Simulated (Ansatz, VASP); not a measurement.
**FeO in VASP and in Ansatz**

INCAR

```
SYSTEM = FeO
PREC     = Accurate       ! precision mode
ENCUT    = 520            ! plane-wave cutoff, eV
EDIFF    = 1E-6           ! SCF threshold, eV
ISMEAR   = -1             ! smearing method
SIGMA    = 0.05           ! smearing width, eV
LREAL    = .False.        ! projectors in reciprocal space
LASPH    = .True.         ! aspherical terms in the spheres
NELM     = 150            ! most SCF steps
ALGO     = Normal         ! electronic algorithm
ISIF     = 2              ! what is computed and relaxed
LWAVE    = .False.        ! write WAVECAR
LCHARG   = .True.         ! write CHGCAR
ISPIN    = 2              ! spin polarisation
MAGMOM   = 3 0            ! initial moments
LORBIT   = 11             ! projections on sites
LMAXMIX  = 4              ! l up to which the mixer works
GGA      = PS             ! functional
LELF     = .True.         ! ELF
LVHAR    = .True.       
NBANDS   = 18             ! bands
```

Contents of KPOINTS:

```
regular mesh
0
Gamma
  11 11 11
  0 0 0
```

File POSCAR:

```
FeO
1.0
    1.5188209023      0.8768916568      2.5195772846
   -1.5188209023      0.8768916568      2.5195772846
    0.0000000000     -1.7537833136      2.5195772846
Fe O
1 1
Direct
    0.0000000000      0.0000000000      0.0000000000
    0.5000000000      0.5000000000      0.5000000000
```

File input.yaml:

```yaml
crystal:
  lattice:
    - [1.5188209023, 0.8768916568, 2.5195772846]
    - [-1.5188209023, 0.8768916568, 2.5195772846]
    - [0.0, -1.7537833136, 2.5195772846]
  atoms:
    - { symbol: Fe, position: [0.0, 0.0, 0.0], spin: 3.0 }
    - { symbol: O, position: [0.5, 0.5, 0.5] }
kpoints:
  mp_grid: { grid: [11, 11, 11] }
  band_path:
    path:
      - [0.0, 0.0, 0.0]
      - [0.5, 0.0, 0.0]
      - [0.5, 0.2474171719, -0.2474171719]
    npoints: 10
scf:
  occupations: { method: fermi_dirac, width: 0.05 }
hamiltonian:
  xc: pbesol
  pseudopotentials:
    kind: all_electron
    lapw: { basis_error: 0.001 }
    relativity: none
magnetization:
  spin_polarized: true
output:
  forces: true
  stress: true
  eigenvalues: true
```

Alike in both runs: functional PBEsol; k mesh 11 × 11 × 11; occupations fermi-dirac, width 0.05 eV; collinear spin.

```csv
,VASP,Ansatz
version,VASP 6.6.1,Ansatz 0.2.0
potentials or method,"VASP PAW PBE potentials, release 64 (Fe, O), cutoff 520 eV","all-electron LAPW, non-relativistic"
task,single point,band structure
```

VASP gave:

- gap on the k mesh at the Fermi level (eV): none
- pressure (GPa): -9.2
- traceless stress, the component that is largest in VASP (GPa): -0.68
- net moment per atom (μB): 2.00
- size of the moment on the site where the two differ most (μB): 0.30

**Question.** Which values does Ansatz return?

**Answer.** gap on the k mesh at the Fermi level (eV): none; pressure (GPa): -8.6; traceless stress, the component that is largest in VASP (GPa): -0.73; net moment per atom (μB): 2.00; size of the moment on the site where the two differ most (μB): 0.34.

VASP's potentials were made for PBE, not for PBEsol. Site moments also hang on the region over which each program counts them. A gap of «none» marks a metal or a gap that the smearing closes. Ansatz ran all-electron here, and VASP with PAW potentials.
